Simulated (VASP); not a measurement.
# Al (I4/mmm) in VASP: notebook

Runs on Al. Level: PBE+D3(BJ). Tasks: single point.

Everything below comes from runs of VASP 6.6.1. Logs are shortened: lines on timing, memory, paths and dates and some standing lists are left out, and cuts for length are marked.

### 1 The cell of the first run

The structure is tetragonal, space group I4/mmm (No. 139). Conventional cell: a = 3.312 Å, b = 3.312 Å, c = 3.184 Å, α = 90.00°, β = 90.00°, γ = 90.00°. Within 3.7 Å of Al (site symmetry 4/mmm) lie 14 Al at 2.83 to 3.31 Å.

### 2 Single point, PBE+D3(BJ) (17.47 Å³/atom)

File INCAR:

```
SYSTEM = Al
PREC = Accurate
ENCUT = 520
EDIFF = 1E-6
ISMEAR = 0
SIGMA = 0.15
LREAL = .False.
LASPH = .True.
NELM = 80
ALGO = Normal
ISIF = 2
LWAVE = .False.
LCHARG = .True.
GGA = PE
IVDW = 12
LELF = .True.
LVHAR = .True.
NBANDS = 8
```

File KPOINTS:

```
Automatic mesh
0
Gamma
  22 22 22
  0 0 0
```

File POSCAR:

```
Al
1.0
    0.0000000000      2.3422878183      1.5920530301
    2.3422878183      0.0000000000      1.5920530301
    2.3422878183      2.3422878183      0.0000000000
Al
1
Direct
    0.0000000000      0.0000000000      0.0000000000
```

Potentials or basis: VASP PAW PBE potentials, release 64 (Al).

The run is started by

```console
cat potpaw_PBE.64/Al/POTCAR > POTCAR
mpirun -np 1 vasp_std > vasp.out
```

OUTCAR:

```text
SYSTEM = Al
   PREC = Accurate
   ENCUT = 520
   EDIFF = 1E-6
   ISMEAR = 0
   LREAL = .False.
   LASPH = .True.
   NELM = 80
   ISIF = 2
   GGA = PE
   IVDW = 12
 IVDW          = 12

 ion  position               nearest neighbor table
   1  0.000  0.000  0.000-

  LATTYP: Found a body centered tetragonal cell.
 ALAT       =     3.3124951996
 C/A-ratio  =     0.9612409583

  Lattice vectors:

 A1 = (   0.0000000000,  -2.3422878183,  -1.5920530301)
 A2 = (   0.0000000000,   2.3422878183,  -1.5920530301)
 A3 = (   2.3422878183,   0.0000000000,   1.5920530301)

Analysis of symmetry for initial positions (statically):
=====================================================================
 Subroutine PRICEL returns:
 Original cell was already a primitive cell.

 Routine SETGRP: Setting up the symmetry group for a
 body centered tetragonal supercell.

 Subroutine GETGRP returns: Found 16 space group operations
 (whereof 16 operations were pure point group operations)
 out of a pool of 16 trial point group operations.

The static configuration has the point symmetry D_4h.

Analysis of symmetry for dynamics (positions and initial velocities):
=====================================================================
 Subroutine PRICEL returns:
 Original cell was already a primitive cell.

 Routine SETGRP: Setting up the symmetry group for a
 body centered tetragonal supercell.

 Subroutine GETGRP returns: Found 16 space group operations
 (whereof 16 operations were pure point group operations)
 out of a pool of 16 trial point group operations.

The dynamic configuration has the point symmetry D_4h.

 Subroutine INISYM returns: Found 16 space group operations
 (whereof 16 operations are pure point group operations),
 and found     1 'primitive' translations

----------------------------------------------------------------------------------------

                                     Primitive cell

  volume of cell :      17.4690

  direct lattice vectors                    reciprocal lattice vectors
     0.000000000  2.342287818  1.592053030    -0.213466507  0.213466507  0.314059890
     2.342287818  0.000000000  1.592053030     0.213466507 -0.213466507  0.314059890
     2.342287818  2.342287818  0.000000000     0.213466507  0.213466507 -0.314059890

  length of vectors
     2.832127305  2.832127305  3.312495200     0.435625429  0.435625429  0.435625429

  position of ions in fractional coordinates (direct lattice)
     0.000000000  0.000000000  0.000000000

  ion indices of the primitive-cell ions
   primitive index   ion index
                 1           1

[... 78 lines left out ...]
   ISYM   =      2    0-nonsym 1-usesym 2-fastsym
   POTIM  = 0.5000    time-step for ionic-motion
   TEBEG  =    0.0;   TEEND  =   0.0 temperature during run
   PSTRESS=    0.0 pullay stress
   NELECT =       3.0000    total number of electrons
   NUPDOWN=      -1.0000    fix difference up-down
   EMIN   =  10.00;   EMAX   =-10.00  energy-range for DOS
   EFERMI =   0.00;   METHOD = LEGACY
   ISMEAR =     0;   SIGMA  =   0.15  broadening in eV -4-tet -1-fermi 0-gaus
   EFERMI_NEDOS =   21; number of points for ismear=-14 and -15
   IALGO  =     38    algorithm
   IMIX   =      4    mixing-type and parameters
     AMIX     =   0.40;   BMIX     =  1.00
     AMIX_MAG =   1.60;   BMIX_MAG =  1.00
  volume/ion in A,a.u.               =      17.47       117.89
  Fermi-wavevector in a.u.,A,eV,Ry     =   0.909968  1.719589 11.266181  0.828041
  Thomas-Fermi vector in A             =   2.034074
   LORBIT       =      0    0 simple, 1 ext, 2 COOP (PROOUT), +10 PAW based schemes
   GGA     = PE    functional components
   LHFCALC =     F    Hartree Fock is set to
   AEXX    =    0.0000 exact exchange contribution
   IVDW    =    12    specifies the selected vdW correction
   LEPSILON=     F    determine dielectric tensor
   LRPA    =     F    only Hartree local field effects (RPA)
 non-spin polarized calculation
 Gauss-broadening in eV      SIGMA  =   0.15
  energy-cutoff  :      520.00
  volume of cell :       17.47
 maximum number of plane-waves:       482
 NGX is ok and might be reduce to    24
   NGX = 11   NGY = 11   NGZ = 13

 number of electron       3.0000000 magnetization

 Free energy of the ion-electron system (eV)
  ---------------------------------------------------
  ext. energy  EPLUGINS =         0.00000000
  ---------------------------------------------------
  free energy    TOTEN  =        -3.65088230 eV

  energy without entropy =       -3.64614101  energy(sigma->0) =       -3.64851166

 E-fermi :   7.4197     XC(G=0):  -9.9958

 val. band max:        7.4179058243   @ k =   0.4091   0.0000   0.3182
 cond. band min:       7.4211295209   @ k =   0.4091   0.1818   0.0455
 fundamental gap:      0.0032236966
 Fermi energy:         7.4196800361

 k-point     1 :       0.0000    0.0000    0.0000
  band No.  band energies     occupation
      1      -3.3239      2.00000
      2      19.7634      0.00000
      3      20.6665      0.00000
      4      20.6665      0.00000
      5      21.1145      0.00000
      6      21.1145      0.00000
      7      21.5787      0.00000
      8      22.7507      0.00000
[... 243 lines left out ...]
 k-point    24 :      -0.4545    0.0455    0.0000
  band No.  band energies     occupation
      1       2.3837      2.00000
      2       4.9576      2.00000
      3      14.0196      0.00000
      4      16.1512      0.00000
      5      16.4289      0.00000
      6      18.9249      0.00000
      7      26.6928      0.00000
      8      27.5572      0.00000

 [... further k-points ...]

------------------------ aborting loop because EDIFF is reached ----------------------------------------

 Edisp (eV)   -0.31654

 E8    (eV) :    -0.1413

  FORCE on cell =-STRESS in cart. coord.  units (eV):
  Direction    XX          YY          ZZ          XY          YZ          ZX
  --------------------------------------------------------------------------------------
  -------------------------------------------------------------------------------------
  Total      -0.51633    -0.51633    -0.63774     0.00000     0.00000     0.00000
  in kB     -47.35528   -47.35528   -58.49100     0.00000     0.00000     0.00000
  external pressure =      -51.07 kB  Pullay stress =        0.00 kB

 VOLUME and BASIS-vectors are now :
 -----------------------------------------------------------------------------
  energy-cutoff  :      520.00
  volume of cell :       17.47
      direct lattice vectors                 reciprocal lattice vectors
     0.000000000  2.342287818  1.592053030    -0.213466507  0.213466507  0.314059890
     2.342287818  0.000000000  1.592053030     0.213466507 -0.213466507  0.314059890
     2.342287818  2.342287818  0.000000000     0.213466507  0.213466507 -0.314059890

 POSITION                                       TOTAL-FORCE (eV/Angst)
 -----------------------------------------------------------------------------------
      0.00000      0.00000      0.00000         0.000000      0.000000      0.000000
 -----------------------------------------------------------------------------------
    total drift:                               -0.000000     -0.000000     -0.000000

  FREE ENERGIE OF THE ION-ELECTRON SYSTEM (eV)
  ---------------------------------------------------
  free  energy   TOTEN  =        -3.9674186492 eV

  energy  without entropy=       -3.9626773556  energy(sigma->0) =       -3.96504800
```

OSZICAR:

```text
N       E                     dE             d eps       ncg     rms          rms(c)
DAV:   1    -0.228989205425E+01   -0.22899E+01   -0.83101E+02 13384   0.202E+02
DAV:   2    -0.366665704447E+01   -0.13768E+01   -0.13169E+01 18456   0.181E+01
DAV:   3    -0.367387428626E+01   -0.72172E-02   -0.72125E-02 16656   0.147E+00
DAV:   4    -0.367389587122E+01   -0.21585E-04   -0.21584E-04 19384   0.720E-02
DAV:   5    -0.367389595012E+01   -0.78897E-07   -0.78737E-07 16880   0.297E-03    0.116E+00
DAV:   6    -0.366032756071E+01    0.13568E-01   -0.21797E-03 14880   0.211E-01    0.669E-01
DAV:   7    -0.365089122098E+01    0.94363E-02   -0.64113E-03 14568   0.341E-01    0.131E-01
DAV:   8    -0.365088319269E+01    0.80283E-05   -0.21438E-05 18392   0.318E-02    0.638E-03
DAV:   9    -0.365088230418E+01    0.88851E-06   -0.91206E-07 16744   0.386E-03
   1 F= -.39674186E+01 E0= -.39650480E+01  d E =-.474129E-02
```

Wall time 64 s (1 thread of Intel Xeon Platinum 8488C (Sapphire Rapids), shared host); peak memory 0.22 GiB.

Results:

```yaml
Free_energy: -3.9674 eV
Pressure: -5.1 GPa
Band_gap_on_the_k_mesh: zero (an odd number of electrons rules out a gap without spin polarisation)
Dispersion_energy_per_atom: -0.317 eV
```

Caveat: the cell stands under tension.

### 3 Single point, PBE+D3(BJ) (18.31 Å³/atom)

This run uses another cell than the first one, of 18.31 Å³/atom.

File INCAR:

```
PREC = Accurate
ENCUT = 520
EDIFF = 1E-6
ISMEAR = 0
SIGMA = 0.15
LREAL = False
LASPH = True
NELM = 80
ALGO = Normal
ISIF = 2
LWAVE = False
LCHARG = True
GGA = PE
IVDW = 12
LELF = True
LVHAR = True
NBANDS = 8
```

File KPOINTS:

```
regular mesh
0
Gamma
  22 22 22
```

File POSCAR:

```
Al
1.0
    0.0000000000      2.3188332168      1.7027192311
    2.3188332168      0.0000000000      1.7027192311
    2.3188332168      2.3188332168      0.0000000000
Al
1
Direct
    0.0000000000      0.0000000000      0.0000000000
```

Potentials or basis: VASP PAW PBE potentials, release 64 (Al).

The run is started by

```console
cat potpaw_PBE.64/Al/POTCAR > POTCAR
mpirun -np 1 vasp_std > vasp.out
```

Wall time 43 s (1 thread of Intel Xeon Platinum 8488C (Sapphire Rapids), shared host); peak memory 0.22 GiB.

It converged, with:

* Free energy: -3.9342 eV
* Pressure: -7.3 GPa
* Band gap on the k mesh: zero (an odd number of electrons rules out a gap without spin polarisation)
* Dispersion energy per atom: -0.302 eV

Stress tensor (GPa, compression positive):
```
-7.62  0.00  0.00
 0.00 -7.62  0.00
 0.00  0.00 -6.72
```

Levels at points of the mesh, in eV from the Fermi level:
```
           k point  band 1  band 2  band 3  band 4  band 5  band 6
(0.00, 0.00, 0.00)  -10.42   12.42   12.42   13.06   13.22   13.32
(0.50, 0.00, 0.00)   -3.97   -3.85    7.64    8.29    9.56   10.74
(0.50, 0.50, 0.00)    1.09    2.04    2.04    2.79    3.34    4.61
(0.50, 0.00, 0.50)   -3.81   -3.52    7.01    7.57    8.72   10.30
```

Caveat: the cell stands under tension.

### 4 Single point, PBE+D3(BJ) (18.31 Å³/atom)

This run uses another cell than the first one, of 18.31 Å³/atom.

File INCAR:

```
PREC     = Accurate       # precision mode
ENCUT    = 520            # plane-wave cutoff, eV
EDIFF    = 1E-6           # SCF threshold, eV
ISMEAR   = 0              # smearing method
SIGMA    = 0.15           # smearing width, eV
LREAL    = False          # projectors in reciprocal space
LASPH    = True           # aspherical terms in the spheres
NELM     = 100            # most SCF steps
ALGO     = Normal         # electronic algorithm
ISIF     = 2              # what is computed and relaxed
LWAVE    = False          # write WAVECAR
LCHARG   = True           # write CHGCAR
GGA      = PE             # functional
IVDW     = 12             # dispersion correction
LELF     = True           # ELF
LVHAR    = True         
NBANDS   = 8              # bands
```

KPOINTS is that of step 3.

File POSCAR:

```
Al
1.0
    0.0000000000      2.3793313799      1.6172315389
    2.3793313799      0.0000000000      1.6172315389
    2.3793313799      2.3793313799      0.0000000000
Al
1
Direct
    0.0000000000      0.0000000000      0.0000000000
```

The run is started by

```console
cat potpaw_PBE.64/Al/POTCAR > POTCAR
mpirun -np 1 vasp_std > vasp.out
```

It took 70 s on 1 thread of Intel Xeon Platinum 8488C (Sapphire Rapids), shared host; peak memory 0.23 GiB.

Results (log left out):

```yaml
Free_energy: -3.9345 eV
Pressure: -7.3 GPa
Band_gap_on_the_k_mesh: zero (an odd number of electrons rules out a gap without spin polarisation)
Dispersion_energy_per_atom: -0.302 eV
```

Stress tensor (GPa, compression positive):
```
-7.00  0.00  0.00
 0.00 -7.00  0.00
 0.00  0.00 -7.98
```

Levels at points of the mesh, in eV from the Fermi level:
```csv
k point,band 1,band 2,band 3,band 4
"(0.00, 0.00, 0.00)",-10.43,12.09,12.97,12.97
"(0.50, 0.00, 0.00)",-3.87,-3.63,7.20,7.78
"(0.50, 0.50, 0.00)",1.38,1.38,2.40,2.95
"(0.50, 0.00, 0.50)",-4.04,-3.98,7.88,8.57
```

Caveat: the cell stands under tension.

### 5 Summary

| cell | gap on the mesh (eV) | pressure (GPa) |
| --- | --- | --- |
| a = 2.832, b = 2.832, c = 3.312 Å, angles 54.2, 54.2, 71.6°, 1 atom | none | -5.1 |
| a = 2.877, b = 2.877, c = 3.279 Å, angles 55.3, 55.3, 69.5°, 1 atom | none | -7.3 |
| a = 2.877, b = 2.877, c = 3.365 Å, angles 54.2, 54.2, 71.6°, 1 atom | none | -7.3 |

Alike in all rows: task single point; level PBE+D3(BJ); potentials or basis VASP PAW PBE potentials, release 64 (Al); no spin polarisation; k mesh 22 × 22 × 22; cutoff (eV) 520; smearing gaussian 0.15 eV.

Caveats: the cell stands under tension.

Absolute energies hang on the potentials; compare differences alone.

The gap in the log of VASP goes by the Fermi energy; the results here count the filled bands.